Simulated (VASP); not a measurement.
Write the native input for VASP 6.6.1 that does the following.

| Quantity | Value |
| --- | --- |
| Task | single point |
| Functional | PBEsol |
| Potentials or basis | VASP PAW PBE potentials, release 64 (Sn_d, Se) |
| Cutoff | 520 eV |
| k mesh | 6 × 6 × 6 |
| Occupations | fermi-dirac, width 0.05 eV |
| Spin | no spin polarisation |
| Dipole correction | no |
| Further INCAR settings | ALGO = Normal; EDIFF = 1e-06; NBANDS = 32 |

The structure of Sn3Se lies in POSCAR:

```
Sn3Se
1.0
    4.8348806308      0.0000000000      0.0000000000
    0.0000000000      4.8348806308      0.0000000000
    0.0000000000      0.0000000000      4.8348806308
Sn Se
3 1
Direct
    0.5000000000      0.5000000000      0.0000000000
    0.5000000000      0.0000000000      0.5000000000
    0.0000000000      0.5000000000      0.5000000000
    0.0000000000      0.0000000000      0.0000000000
```

One way to write it, as run:

INCAR

```
PREC     = Accurate       # precision mode
ENCUT    = 520            # plane-wave cutoff, eV
EDIFF    = 1E-6           # SCF threshold, eV
ISMEAR   = -1             # smearing method
SIGMA    = 0.05           # smearing width, eV
LREAL    = False          # projectors in reciprocal space
LASPH    = True           # aspherical terms in the spheres
NELM     = 60             # most SCF steps
ALGO     = Normal         # electronic algorithm
ISIF     = 2              # what is computed and relaxed
LWAVE    = False          # write WAVECAR
LCHARG   = True           # write CHGCAR
GGA      = PS             # functional
LELF     = True           # ELF
LVHAR    = True         
NBANDS   = 32             # bands
```

KPOINTS

```
Automatic mesh
0
Gamma
  6 6 6
```

Potentials or basis: VASP PAW PBE potentials, release 64 (Sn_d, Se).

Launch:

```console
$ cat potpaw_PBE.64/Sn_d/POTCAR potpaw_PBE.64/Se/POTCAR > POTCAR
$ mpirun -np 1 vasp_std > vasp.out
```

Results of the run:

```
Pressure               : -4.9 GPa
Band gap on the k mesh : zero (band 24 reaches 8.25 eV, above the bottom of band 25 at 6.12 eV)
```

Caveat: the PAW data sets were made with another functional, which shifts forces and pressure a little; spin-orbit coupling is left out, which moves the levels of the heavy elements.

Wall time 20 s on 1 thread of Intel(R) Xeon(R) 6975P-C (Granite Rapids), on a shared host, peak memory 0.23 GiB.
